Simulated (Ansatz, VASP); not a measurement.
## SiBN2: VASP beside Ansatz

```
CELL_PARAMETERS angstrom
3.39338 0.00000 0.00000
-1.69669 2.93876 0.00000
0.00000 0.00000 5.84965
ATOMIC_POSITIONS crystal
Si 0.00000 0.00000 0.00000
B 0.00000 0.00000 0.50000
N 0.00000 0.00000 0.27524
N 0.00000 0.00000 0.72476
```

Alike in both runs: functional PBE; k mesh 7 × 7 × 4; occupations gaussian, width 0.2 eV; no spin polarisation.

Ansatz relaxed the structure, and its values are those at the end. VASP's run is a single point on that final structure, the one shown.

|  | VASP | Ansatz |
| --- | --- | --- |
| version | VASP 6.6.1 | Ansatz 0.2.0 |
| potentials or method | VASP PAW PBE potentials, release 64 (Si, B, N), cutoff 600 eV | scalar-relativistic, plane waves, PAW |
| valence electrons in the cell | 17 | 17 |

VASP gave:

```
gap on the k mesh at the Fermi level (eV) : none
pressure (GPa)                            : -0.1
rms of the force components (eV/Å)        : 0.019
```

Question: Estimate Ansatz's values.

Answer: gap on the k mesh at the Fermi level (eV): none; pressure (GPa): 0.1; rms of the force components (eV/Å): 0.002.

A gap of «none» marks a metal or a gap that the smearing closes.
